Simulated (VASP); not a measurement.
# SnSe (CsCl type) (Pm-3m) in VASP: a series of runs

Runs on SnSe (CsCl type). Level: PBE. Tasks: single point.

Program: VASP 6.6.1. These are calculated values, not measurements. Logs are shortened: lines on timing, memory, paths and dates and some standing lists are left out, and cuts for length are marked.

### Step 1. The cell of the first run

The structure is cubic, space group Pm-3m (No. 221). Conventional cell: a = 3.016 Å, b = 3.016 Å, c = 3.016 Å, α = 90.00°, β = 90.00°, γ = 90.00°. Sn (site symmetry m-3m) has 8 Se at 2.61 Å and 6 Sn at 3.02 Å within 3.4 Å. Se (site symmetry m-3m) has 8 Sn at 2.61 Å and 6 Se at 3.02 Å within 3.4 Å.

### Step 2. Single point, PBE (13.71 Å³/atom)

The input, INCAR:

```
PREC = Accurate ; ENCUT = 520
EDIFF = 1E-6 ; ISMEAR = -1
SIGMA = 0.08 ; LREAL = False
LASPH = True ; NELM = 80
ALGO = Normal ; ISIF = 2
LWAVE = False ; LCHARG = True
GGA = PE ; LELF = True
LVHAR = True ; NBANDS = 17
```

The input, KPOINTS:

```
regular mesh
0
Gamma
  14 14 14
```

The input, POSCAR:

```
SnSe
1.0
    3.0155092091      0.0000000000      0.0000000000
    0.0000000000      3.0155092091      0.0000000000
    0.0000000000      0.0000000000      3.0155092091
Sn Se
1 1
Direct
    0.0000000000      0.0000000000      0.0000000000
    0.5000000000      0.5000000000      0.5000000000
```

Potentials or basis: VASP PAW PBE potentials, release 64 (Sn_d, Se).

The run is started by

```sh
$ cat potpaw_PBE.64/Sn_d/POTCAR potpaw_PBE.64/Se/POTCAR > POTCAR
$ mpirun -np 1 vasp_std > vasp.out
```

OUTCAR:

```text
PREC = Accurate
   ENCUT = 520
   EDIFF = 1E-6
   ISMEAR = -1
   LREAL = False
   LASPH = True
   NELM = 80
   ISIF = 2
   GGA = PE

 ion  position               nearest neighbor table
   1  0.000  0.000  0.000-   2 2.61   2 2.61   2 2.61   2 2.61   2 2.61   2 2.61   2 2.61   2 2.61

   2  0.500  0.500  0.500-   1 2.61   1 2.61   1 2.61   1 2.61   1 2.61   1 2.61   1 2.61   1 2.61

  LATTYP: Found a simple cubic cell.
 ALAT       =     3.0155092091

  Lattice vectors:

 A1 = (   3.0155092091,   0.0000000000,   0.0000000000)
 A2 = (   0.0000000000,   3.0155092091,   0.0000000000)
 A3 = (   0.0000000000,   0.0000000000,   3.0155092091)

Analysis of symmetry for initial positions (statically):
=====================================================================
 Subroutine PRICEL returns:
 Original cell was already a primitive cell.

 Routine SETGRP: Setting up the symmetry group for a
 simple cubic supercell.

 Subroutine GETGRP returns: Found 48 space group operations
 (whereof 48 operations were pure point group operations)
 out of a pool of 48 trial point group operations.

The static configuration has the point symmetry O_h .

Analysis of symmetry for dynamics (positions and initial velocities):
=====================================================================
 Subroutine PRICEL returns:
 Original cell was already a primitive cell.

 Routine SETGRP: Setting up the symmetry group for a
 simple cubic supercell.

 Subroutine GETGRP returns: Found 48 space group operations
 (whereof 48 operations were pure point group operations)
 out of a pool of 48 trial point group operations.

The dynamic configuration has the point symmetry O_h .

 Subroutine INISYM returns: Found 48 space group operations
 (whereof 48 operations are pure point group operations),
 and found     1 'primitive' translations

----------------------------------------------------------------------------------------

                                     Primitive cell

  volume of cell :      27.4209

  direct lattice vectors                    reciprocal lattice vectors
     3.015509209  0.000000000  0.000000000     0.331618951  0.000000000  0.000000000
     0.000000000  3.015509209  0.000000000     0.000000000  0.331618951  0.000000000
     0.000000000  0.000000000  3.015509209     0.000000000  0.000000000  0.331618951

  length of vectors
     3.015509209  3.015509209  3.015509209     0.331618951  0.331618951  0.331618951

  position of ions in fractional coordinates (direct lattice)
     0.000000000  0.000000000  0.000000000
     0.500000000  0.500000000  0.500000000

  ion indices of the primitive-cell ions
   primitive index   ion index
                 1           1
                 2           2

----------------------------------------------------------------------------------------

 KPOINTS: regular mesh

Automatic generation of k-mesh.
 Grid dimensions read from file:
 generate k-points for:   14   14   14

 Generating k-lattice:

  Cartesian coordinates                     Fractional coordinates (reciprocal lattice)
     0.023687068  0.000000000  0.000000000     0.071428571  0.000000000  0.000000000
     0.000000000  0.023687068  0.000000000     0.000000000  0.071428571  0.000000000
     0.000000000  0.000000000  0.023687068     0.000000000  0.000000000  0.071428571

  Length of vectors
     0.023687068  0.023687068  0.023687068

  Shift w.r.t. Gamma in fractional coordinates (k-lattice)
     0.000000000  0.000000000  0.000000000

 Subroutine IBZKPT returns following result:
 ===========================================

 Found    120 irreducible k-points:

 Following reciprocal coordinates:
            Coordinates               Weight
  0.000000  0.000000  0.000000      1.000000
  0.071429  0.000000  0.000000      6.000000
  0.142857  0.000000  0.000000      6.000000
  0.214286  0.000000  0.000000      6.000000
  0.285714  0.000000  0.000000      6.000000
  0.357143  0.000000  0.000000      6.000000
[... 16 lines left out ...]
  0.285714  0.214286  0.000000     24.000000
  0.357143  0.214286  0.000000     24.000000
 [... further k-points ...]
   k-points           NKPTS =    120   k-points in BZ     NKDIM =    120   number of bands    NBANDS=     17
   number of dos      NEDOS =    301   number of ions     NIONS =      2
   total plane-waves  NPLWV =  13824
   dimension x,y,z NGX =    24 NGY =   24 NGZ =   24
   dimension x,y,z NGXF=    48 NGYF=   48 NGZF=   48
   ions per type =               1   1
   NGX,Y,Z   is equivalent  to a cutoff of  13.23, 13.23, 13.23 a.u.
   NGXF,Y,Z  is equivalent  to a cutoff of  26.46, 26.46, 26.46 a.u.
 SYSTEM =  unknown system
   PREC   = accura    normal or accurate (medium, high low for compatibility)
   ISTART =      0    job   : 0-new  1-cont  2-samecut
   ICHARG =      2    charge: 1-file 2-atom 10-const
   ISPIN  =      1    spin polarized calculation?
   LNONCOLLINEAR =      F non collinear calculations
   LSORBIT =      F    spin-orbit coupling
   LASPH  =      T    aspherical Exc in radial PAW
   ENCUT  =  520.0 eV  38.22 Ry    6.18 a.u.   5.61  5.61  5.61*2*pi/ulx,y,z
   NELM   =     80;   NELMIN=  2; NELMDL= -5     # of ELM steps
   EDIFF  = 0.1E-05   stopping-criterion for ELM
   LREAL  =      F    real-space projection
   EDIFFG = 0.1E-04   stopping-criterion for IOM
   NSW    =      0    number of steps for IOM
   IBRION =     -1    ionic relax: 0-MD 1-quasi-New 2-CG
   NFREE  =      0    steps in history (QN), initial steepest desc. (CG)
   ISIF   =      2    stress and relaxation
   ISYM   =      2    0-nonsym 1-usesym 2-fastsym
   POTIM  = 0.5000    time-step for ionic-motion
   TEBEG  =    0.0;   TEEND  =   0.0 temperature during run
   PSTRESS=    0.0 pullay stress
   NELECT =      20.0000    total number of electrons
   NUPDOWN=      -1.0000    fix difference up-down
   EMIN   =  10.00;   EMAX   =-10.00  energy-range for DOS
   EFERMI =   0.00;   METHOD = LEGACY
   ISMEAR =    -1;   SIGMA  =   0.08  broadening in eV -4-tet -1-fermi 0-gaus
   EFERMI_NEDOS =   21; number of points for ismear=-14 and -15
   IALGO  =     38    algorithm
   IMIX   =      4    mixing-type and parameters
     AMIX     =   0.40;   BMIX     =  1.00
     AMIX_MAG =   1.60;   BMIX_MAG =  1.00
  volume/ion in A,a.u.               =      13.71        92.52
  Fermi-wavevector in a.u.,A,eV,Ry     =   1.473638  2.784772 29.546537  2.171609
  Thomas-Fermi vector in A             =   2.588507
   LORBIT       =      0    0 simple, 1 ext, 2 COOP (PROOUT), +10 PAW based schemes
   GGA     = PE    functional components
   LHFCALC =     F    Hartree Fock is set to
   AEXX    =    0.0000 exact exchange contribution
   IVDW    =     0    specifies the selected vdW correction
   LEPSILON=     F    determine dielectric tensor
   LRPA    =     F    only Hartree local field effects (RPA)
 non-spin polarized calculation
  energy-cutoff  :      520.00
  volume of cell :       27.42
 maximum number of plane-waves:       756
 NGX is ok and might be reduce to    24
   NGX = 11   NGY = 11   NGZ = 11

 number of electron      20.0000006 magnetization

 Free energy of the ion-electron system (eV)
  ---------------------------------------------------
  ext. energy  EPLUGINS =         0.00000000
  ---------------------------------------------------
  free energy    TOTEN  =        -3.12710568 eV

  energy without entropy =       -3.11909003  energy(sigma->0) =       -3.12309785

 E-fermi :  15.9416     XC(G=0): -13.2283

 val. band max:       15.9237879316   @ k =   0.3571   0.3571   0.2857
 cond. band min:      15.9708760447   @ k =   0.2857   0.0714   0.0000
 fundamental gap:      0.0470881131
 Fermi energy:        15.9415544537

 k-point     1 :       0.0000    0.0000    0.0000
  band No.  band energies     occupation
      1      -7.0995      2.00000
      2      -7.0995      2.00000
      3      -6.6196      2.00000
      4      -6.6196      2.00000
      5      -6.6196      2.00000
      6      -4.3076      2.00000
[... 9 lines left out ...]
     16      30.6246      0.00000
     17      30.6657      0.00000

 k-point     2 :       0.0714    0.0000    0.0000
  band No.  band energies     occupation
      1      -7.0976      2.00000
      2      -7.0811      2.00000
      3      -6.6291      2.00000
      4      -6.6291      2.00000
      5      -6.6189      2.00000
      6      -4.2266      2.00000
[... 9 lines left out ...]
     16      29.7870      0.00000
     17      29.9951      0.00000

 k-point     3 :       0.1429    0.0000    0.0000
  band No.  band energies     occupation
      1      -7.0923      2.00000
      2      -7.0298      2.00000
      3      -6.6554      2.00000
      4      -6.6554      2.00000
      5      -6.6168      2.00000
      6      -3.9845      2.00000
[... 9 lines left out ...]
     16      28.3441      0.00000
     17      30.0713      0.00000

 k-point     4 :       0.2143    0.0000    0.0000
  band No.  band energies     occupation
      1      -7.0847      2.00000
      2      -6.9568      2.00000
      3      -6.6931      2.00000
      4      -6.6931      2.00000
      5      -6.6138      2.00000
      6      -3.5866      2.00000
[... 9 lines left out ...]
     16      26.9300      0.00000
     17      30.5541      0.00000

 k-point     5 :       0.2857    0.0000    0.0000
  band No.  band energies     occupation
      1      -7.0761      2.00000
      2      -6.8771      2.00000
      3      -6.7345      2.00000
      4      -6.7345      2.00000
      5      -6.6104      2.00000
      6      -3.0486      2.00000
[... 9 lines left out ...]
     16      25.9731      0.00000
     17      30.7599      0.00000

 k-point     6 :       0.3571    0.0000    0.0000
  band No.  band energies     occupation
      1      -7.0684      2.00000
      2      -6.8062      2.00000
      3      -6.7714      2.00000
      4      -6.7714      2.00000
      5      -6.6074      2.00000
      6      -2.4136      2.00000
[... 9 lines left out ...]
     16      28.4555      0.00000
     17      30.6861      0.00000

 k-point     7 :       0.4286    0.0000    0.0000
  band No.  band energies     occupation
      1      -7.0630      2.00000
      2      -6.7968      2.00000
      3      -6.7968      2.00000
      4      -6.7575      2.00000
      5      -6.6053      2.00000
      6      -1.8013      2.00000
[... 9 lines left out ...]
     16      30.6381      0.00000
     17      31.2888      0.00000

 k-point     8 :       0.5000    0.0000    0.0000
  band No.  band energies     occupation
      1      -7.0612      2.00000
      2      -6.8058      2.00000
      3      -6.8058      2.00000
      4      -6.7403      2.00000
      5      -6.6046      2.00000
      6      -1.5100      2.00000
[... 9 lines left out ...]
     16      30.6207      0.00000
     17      33.9025      0.00000
[... 203 lines left out ...]
      1      -7.0191      2.00000
      2      -6.8605      2.00000
      3      -6.7656      2.00000
      4      -6.7636      2.00000
      5      -6.6375      2.00000
      6      -2.0346      2.00000
[... 9 lines left out ...]
     16      28.1440      0.00000
     17      28.6574      0.00000

 k-point    20 :       0.4286    0.1429    0.0000
  band No.  band energies     occupation
      1      -7.0129      2.00000
      2      -6.8925      2.00000
      3      -6.7879      2.00000
      4      -6.7151      2.00000
      5      -6.6346      2.00000
      6      -1.4080      2.00000
[... 9 lines left out ...]
     16      28.5185      0.00000
     17      30.7547      0.00000

 k-point    21 :       0.5000    0.1429    0.0000
  band No.  band energies     occupation
      1      -7.0107      2.00000
      2      -6.9038      2.00000
      3      -6.7966      2.00000
      4      -6.6971      2.00000
      5      -6.6336      2.00000
      6      -1.1081      2.00000
[... 9 lines left out ...]
     16      28.6796      0.00000
     17      31.2905      0.00000

 k-point    22 :       0.2143    0.2143    0.0000
  band No.  band energies     occupation
      1      -7.0106      2.00000
      2      -6.8610      2.00000
      3      -6.8233      2.00000
      4      -6.6908      2.00000
      5      -6.6730      2.00000
      6      -2.8108      2.00000
[... 9 lines left out ...]
     16      26.7083      0.00000
     17      28.0605      0.00000

 k-point    23 :       0.2857    0.2143    0.0000
  band No.  band energies     occupation
      1      -6.9916      2.00000
      2      -6.8903      2.00000
      3      -6.7841      2.00000
      4      -6.7221      2.00000
      5      -6.6739      2.00000
      6      -2.2457      2.00000
[... 9 lines left out ...]
     16      26.5619      0.00000
     17      28.0777      0.00000

 k-point    24 :       0.3571    0.2143    0.0000
  band No.  band energies     occupation
      1      -6.9799      2.00000
      2      -6.9465      2.00000
      3      -6.7554      2.00000
      4      -6.7108      2.00000
      5      -6.6692      2.00000
      6      -1.5842      2.00000
[... 9 lines left out ...]
     16      28.2869      0.00000
     17      28.3780      0.00000

 [... further k-points ...]

------------------------ aborting loop because EDIFF is reached ----------------------------------------

  FORCE on cell =-STRESS in cart. coord.  units (eV):
  Direction    XX          YY          ZZ          XY          YZ          ZX
  --------------------------------------------------------------------------------------
  -------------------------------------------------------------------------------------
  Total       19.9449461     19.9449461     19.9449461      0.0000000      0.0000000     -0.0000000
  in kB     1165.3636639   1165.3636639   1165.3636639      0.0000000      0.0000000     -0.0000000
  external PRESSURE =    1165.3636639 kB  Pullay stress =       0.0000000 kB

 VOLUME and BASIS-vectors are now :
 -----------------------------------------------------------------------------
  energy-cutoff  :      520.00
  volume of cell :       27.42
      direct lattice vectors                 reciprocal lattice vectors
     3.015509209  0.000000000  0.000000000     0.331618951  0.000000000  0.000000000
     0.000000000  3.015509209  0.000000000     0.000000000  0.331618951  0.000000000
     0.000000000  0.000000000  3.015509209     0.000000000  0.000000000  0.331618951

 POSITION                                       TOTAL-FORCE (eV/Angst)
 -----------------------------------------------------------------------------------
      0.00000      0.00000      0.00000         0.000000      0.000000      0.000000
      1.50775      1.50775      1.50775         0.000000      0.000000      0.000000
 -----------------------------------------------------------------------------------
    total drift:                                0.000000      0.000000      0.000000

  FREE ENERGIE OF THE ION-ELECTRON SYSTEM (eV)
  ---------------------------------------------------
  free  energy   TOTEN  =        -3.1271056768 eV

  energy  without entropy=       -3.1190900269  energy(sigma->0) =       -3.12309785
```

Run time: 19 s. Hardware: 1 thread of AMD EPYC 9R45 (Zen 5), shared host; peak memory 0.15 GiB.

What came out:

```
Free energy            : -3.1271 eV
Pressure               : 116.5 GPa
Band gap on the k mesh : zero (bands 10 and 11 overlap by 6.34 eV)
```

Levels at points of the mesh, in eV from the Fermi level:
| k point | band 8 | band 9 | band 10 | band 11 | band 12 | band 13 |
| --- | --- | --- | --- | --- | --- | --- |
| (0.00, 0.00, 0.00) | -4.50 | -4.50 | -3.48 | 2.29 | 2.29 | 11.37 |
| (0.50, 0.00, 0.00) | -1.56 | -1.56 | 0.81 | 3.05 | 3.05 | 3.16 |
| (0.50, 0.50, 0.00) | -10.47 | -8.02 | -0.94 | 5.60 | 5.60 | 7.23 |
| (0.50, 0.50, 0.50) | -6.52 | -6.52 | -4.32 | -4.32 | -4.32 | -3.20 |

Caveat: the cell stands under pressure; spin-orbit coupling is left out, which moves the levels of the heavy elements.

(Continued in part 2 of 2.)
